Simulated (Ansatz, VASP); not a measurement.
One calculation of Ca2F, two programs

```xyz
3
Lattice="5.8281 0.0000 0.0000 -2.9140 5.0473 0.0000 0.0000 0.0000 3.4796" Properties=species:S:1:pos:R:3 pbc="T T T"
Ca    0.0000    3.3648    1.7398
Ca    2.9140    1.6824    1.7398
F     0.0000    0.0000    0.0000
```

Alike in both runs: functional r2SCAN; k mesh 12 × 12 × 10; occupations gaussian, width 0.1 eV; no spin polarisation.

Ansatz relaxed the structure, and its values are those at the end. VASP's run is a single point on that final structure, the one shown.

```csv
,VASP,Ansatz
version,VASP 6.6.1,Ansatz 0.2.0
potentials or method,"VASP PAW PBE potentials, release 64 (Ca_sv, F), cutoff 520 eV","scalar-relativistic, plane waves, PAW"
valence electrons in the cell,27,27
```

|  | VASP | Ansatz | Ansatz less VASP |
| --- | --- | --- | --- |
| gap on the k mesh at the Fermi level (eV) | none | none | - |
| pressure (GPa) | -0.1 | 0.0 | +0.05 |

VASP's potentials were made for PBE, not for r2SCAN. A gap of «none» marks a metal or a gap that the smearing closes.
